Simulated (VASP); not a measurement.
# SiC2 (P6/mmm) in VASP: relaxation of cell and atoms with PBE

Aim: the relaxation of cell and atoms of SiC2 with PBE.

Program: VASP 6.6.1. These are calculated values, not measurements. Logs are shortened: lines on timing, memory, paths and dates and some standing lists are left out, and cuts for length are marked.

**1. The cell of the first run**

Symmetry: P6/mmm, No. 191, hexagonal system. Conventional cell: a = 2.474 Å, b = 2.474 Å, c = 8.454 Å, α = 90.00°, β = 90.00°, γ = 120.00°. Within 3.3 Å of Si (site symmetry 6/mmm) lie 6 Si at 2.47 Å. C (site symmetry -6m2) has 3 C at 1.43 Å within 1.9 Å.

**2. Relaxation of cell and atoms, PBE**

Contents of INCAR:

```
SYSTEM = SiC2
  ALGO = Normal
  EDIFF = 1E-7
  EDIFFG = -0.01
  ENCUT = 910
  GGA = PE
  GGA_COMPAT = .False.
  IBRION = 2
  ISIF = 3
  ISMEAR = 0
  LASPH = .True.
  LCHARG = .False.
  LREAL = .False.
  LWAVE = .False.
  NELM = 120
  NELMIN = 4
  NSW = 100
  PREC = Accurate
  SIGMA = 0.1
```

Contents of KPOINTS:

```
k-points
0
Gamma
  24 24 6
  0 0 0
```

Contents of POSCAR:

```
SiC2
1.0
    2.4736544289      0.0000000000      0.0000000000
   -1.2368272145      2.1422475757      0.0000000000
    0.0000000000      0.0000000000      8.4536944631
Si C
1 2
Direct
    0.0000000000      0.0000000000      0.0000000000
    0.3333333333      0.6666666667      0.5000000000
    0.6666666667      0.3333333333      0.5000000000
```

Potentials or basis: VASP PAW PBE potentials, release 64 (Si, C_h).

Started as:

```sh
$ cat potpaw_PBE.64/Si/POTCAR potpaw_PBE.64/C_h/POTCAR > POTCAR
$ mpirun -np 1 vasp_std > vasp.out
```

OUTCAR:

```text
SYSTEM = SiC2
   EDIFF = 1E-7
   EDIFFG = -0.01
   ENCUT = 910
   GGA = PE
   IBRION = 2
   ISIF = 3
   ISMEAR = 0
   LASPH = .True.
   LREAL = .False.
   NELM = 120
   NELMIN = 4
   NSW = 100
   PREC = Accurate

 ion  position               nearest neighbor table
   1  0.000  0.000  0.000-
   2  0.333  0.667  0.500-   3 1.43   3 1.43   3 1.43
   3  0.667  0.333  0.500-   2 1.43   2 1.43   2 1.43

  LATTYP: Found a hexagonal cell.
 ALAT       =     2.4736544289
 C/A-ratio  =     3.4174920977

  Lattice vectors:

 A1 = (   2.4736544289,   0.0000000000,   0.0000000000)
 A2 = (  -1.2368272145,   2.1422475757,   0.0000000000)
 A3 = (   0.0000000000,   0.0000000000,   8.4536944631)

Analysis of symmetry for initial positions (statically):
=====================================================================
 Subroutine PRICEL returns:
 Original cell was already a primitive cell.

 Routine SETGRP: Setting up the symmetry group for a
 hexagonal supercell.

 Subroutine GETGRP returns: Found 24 space group operations
 (whereof 24 operations were pure point group operations)
 out of a pool of 24 trial point group operations.

The static configuration has the point symmetry D_6h.

Analysis of symmetry for dynamics (positions and initial velocities):
=====================================================================
 Subroutine PRICEL returns:
 Original cell was already a primitive cell.

 Routine SETGRP: Setting up the symmetry group for a
 hexagonal supercell.

 Subroutine GETGRP returns: Found 24 space group operations
 (whereof 24 operations were pure point group operations)
 out of a pool of 24 trial point group operations.

The dynamic configuration has the point symmetry D_6h.

 Subroutine INISYM returns: Found 24 space group operations
 (whereof 24 operations are pure point group operations),
 and found     1 'primitive' translations

----------------------------------------------------------------------------------------

                                     Primitive cell

  volume of cell :      44.7977

  direct lattice vectors                    reciprocal lattice vectors
     2.473654429  0.000000000  0.000000000     0.404260186  0.233399727  0.000000000
    -1.236827215  2.142247576  0.000000000     0.000000000  0.466799455  0.000000000
     0.000000000  0.000000000  8.453694463     0.000000000  0.000000000  0.118291477

  length of vectors
[... 92 lines left out ...]
   POTIM  = 0.5000    time-step for ionic-motion
   TEBEG  =    0.0;   TEEND  =   0.0 temperature during run
   PSTRESS=    0.0 pullay stress
   NELECT =      12.0000    total number of electrons
   NUPDOWN=      -1.0000    fix difference up-down
   EMIN   =  10.00;   EMAX   =-10.00  energy-range for DOS
   EFERMI =   0.00;   METHOD = LEGACY
   ISMEAR =     0;   SIGMA  =   0.10  broadening in eV -4-tet -1-fermi 0-gaus
   EFERMI_NEDOS =   21; number of points for ismear=-14 and -15
   IALGO  =     38    algorithm
   IMIX   =      4    mixing-type and parameters
     AMIX     =   0.40;   BMIX     =  1.00
     AMIX_MAG =   1.60;   BMIX_MAG =  1.00
  volume/ion in A,a.u.               =      14.93       100.77
  Fermi-wavevector in a.u.,A,eV,Ry     =   1.055318  1.994263 15.152766  1.113697
  Thomas-Fermi vector in A             =   2.190512
   LORBIT       =      0    0 simple, 1 ext, 2 COOP (PROOUT), +10 PAW based schemes
   GGA     = PE    functional components
   LHFCALC =     F    Hartree Fock is set to
   AEXX    =    0.0000 exact exchange contribution
   IVDW    =     0    specifies the selected vdW correction
   LEPSILON=     F    determine dielectric tensor
   LRPA    =     F    only Hartree local field effects (RPA)
 conjugate gradient relaxation of ions
 non-spin polarized calculation
 Gauss-broadening in eV      SIGMA  =   0.10
  energy-cutoff  :      910.00
  volume of cell :       44.80
 maximum number of plane-waves:      2828
   NGX = 13   NGY = 13   NGZ = 41

--------------------------------------- Ionic step        1  -------------------------------------------

 number of electron      12.0000000 magnetization

 Free energy of the ion-electron system (eV)
  ---------------------------------------------------
  ext. energy  EPLUGINS =         0.00000000
  ---------------------------------------------------
  free energy    TOTEN  =       -22.94383612 eV

  energy without entropy =      -22.94106564  energy(sigma->0) =      -22.94245088

------------------------ aborting loop because EDIFF is reached ----------------------------------------

  FORCE on cell =-STRESS in cart. coord.  units (eV):
  Direction    XX          YY          ZZ          XY          YZ          ZX
  --------------------------------------------------------------------------------------
  -------------------------------------------------------------------------------------
  Total       -0.2623478     -0.2623478      0.0410582      0.0000000     -0.0000000      0.0000000
  in kB       -9.3828071     -9.3828071      1.4684372      0.0000000     -0.0000000      0.0000000
  external PRESSURE =      -5.7657257 kB  Pullay stress =       0.0000000 kB
[... 209 lines left out ...]
--------------------------------------- Ionic step        7  -------------------------------------------

 number of electron      12.0000000 magnetization

 E-fermi :   4.1119     XC(G=0):  -8.8202

 val. band max:        4.0859167421   @ k =   0.2083   0.2083   0.0000
 cond. band min:       4.1120951823   @ k =   0.2500   0.1667   0.1667
 fundamental gap:      0.0261784402
 Fermi energy:         4.1119123121

 k-point     1 :       0.0000    0.0000    0.0000
  band No.  band energies     occupation
      1     -15.3172      2.00000
      2      -8.7000      2.00000
      3      -3.4596      2.00000
      4       0.1964      2.00000
      5       1.1081      2.00000
      6       1.1081      2.00000
      7       6.5860      0.00000
      8      11.8385      0.00000
      9      12.4487      0.00000
     10      12.4487      0.00000
[... 335 lines left out ...]
--------------------------------------- Ionic step        8  -------------------------------------------

 number of electron      12.0000000 magnetization

 Free energy of the ion-electron system (eV)
  ---------------------------------------------------
  ext. energy  EPLUGINS =         0.00000000
  ---------------------------------------------------
  free energy    TOTEN  =       -22.94460741 eV

  energy without entropy =      -22.94182412  energy(sigma->0) =      -22.94321577

 E-fermi :   4.0533     XC(G=0):  -8.7779

 val. band max:        4.0511374276   @ k =   0.2500   0.1667   0.1667
 cond. band min:       4.0731943386   @ k =   0.2500   0.1667   0.0000
 fundamental gap:      0.0220569110
 Fermi energy:         4.0532595296

 k-point     1 :       0.0000    0.0000    0.0000
  band No.  band energies     occupation
      1     -15.3728      2.00000
      2      -8.7580      2.00000
      3      -3.5113      2.00000
      4       0.1311      2.00000
      5       1.0524      2.00000
      6       1.0524      2.00000
      7       6.5185      0.00000
      8      11.6764      0.00000
      9      12.3929      0.00000
     10      12.3929      0.00000
[... 329 lines left out ...]
  FREE ENERGIE OF THE ION-ELECTRON SYSTEM (eV)
  ---------------------------------------------------
  free  energy   TOTEN  =       -22.9446074123 eV

  energy  without entropy=      -22.9418241227  energy(sigma->0) =      -22.94321577

 reached required accuracy - stopping structural energy minimisation
```

OSZICAR:

```text
N       E                     dE             d eps       ncg     rms          rms(c)
DAV:   1     0.561707996388E+02    0.56171E+02   -0.74817E+03  4880   0.157E+03
DAV:   2    -0.183266494293E+02   -0.74497E+02   -0.71606E+02  7548   0.203E+02
DAV:   3    -0.242822793500E+02   -0.59556E+01   -0.58870E+01  5954   0.654E+01
[... 58 lines left out ...]
DAV:   3    -0.229446038612E+02    0.15109E-02   -0.46105E-03  5194   0.425E-01    0.268E-02
DAV:   4    -0.229446066159E+02   -0.27547E-05   -0.82495E-05  5348   0.832E-02    0.169E-02
DAV:   5    -0.229446064417E+02    0.17428E-06   -0.20504E-05  5588   0.341E-02    0.543E-03
DAV:   6    -0.229446070062E+02   -0.56459E-06   -0.20419E-06  5536   0.107E-02    0.177E-03
DAV:   7    -0.229446073567E+02   -0.35046E-06   -0.57189E-07  5214   0.607E-03    0.746E-04
DAV:   8    -0.229446074123E+02   -0.55575E-07   -0.33438E-08  4026   0.140E-03
   8 F= -.22944607E+02 E0= -.22943216E+02  d E =-.358915E-03
```

CONTCAR:

```text
SiC2
   1.00000000000000
     2.4699267173517963    0.0000000000000868   -0.0000000000000000
    -1.2349633587257476    2.1390192828008305    0.0000000000000000
    -0.0000000000000000   -0.0000000000000000    8.5612699331698572
  Si              C
     1     2
Direct
     0.0000000000000000    0.0000000000000000    0.0000000000000000
     0.3333333332999970    0.6666666667000030    0.5000000000000000
     0.6666666667000030    0.3333333332999970    0.5000000000000000

  0.00000000E+00  0.00000000E+00  0.00000000E+00
  0.00000000E+00  0.00000000E+00  0.00000000E+00
  0.00000000E+00  0.00000000E+00  0.00000000E+00
```

It took 9.8 min on 1 thread of Intel Xeon Platinum 8375C at 2.90GHz (Ice Lake), shared host; peak memory 0.4 GiB.

Results:

```yaml
Free_energy: -22.9446 eV
Relaxed_volume: 15.08 Å³/atom
Relaxed_cell: a = 2.470 Å, b = 2.470 Å, c = 8.561 Å, α = 90.00°, β = 90.00°, γ = 120.00°
Space_group_after_relaxing_to_0.1_Å: P6/mmm (No. 191)
Energy_gained_by_relaxing: 0.3 meV/atom
Ionic_steps: 8
Pressure_after_relaxing: 0.0 GPa
Band_gap_on_the_k_mesh: zero (bands 6 and 7 overlap by 1.25 eV)
```

The path:
```
step  energy change (eV)  largest force (eV/Å)  pressure (GPa)  volume (Å³)
   1              0.0000                0.0000           -0.58        44.80
   2              0.0008                0.0000            1.19        44.45
   3             -0.0004                0.0000            0.06        44.67
   4             -0.0004                0.0000            0.05        44.67
   5             -0.0004                0.0000            0.05        44.70
   6             -0.0005                0.0000            0.04        44.77
   7             -0.0006                0.0000            0.03        44.93
   8             -0.0008                0.0000            0.01        45.23
```

Final structure:
```
Si C
1.0
     2.46993    0.00000    0.00000
    -1.23496    2.13902    0.00000
     0.00000    0.00000    8.56127
Si C
1 2
Direct
  0.00000 0.00000 0.00000
  0.33333 0.66667 0.50000
  0.66667 0.33333 0.50000
```

Caveat: the cutoff is under 1.25 times the usual one of these potentials, so pressure, stress and relaxed cells hold a basis-set (Pulay) error.
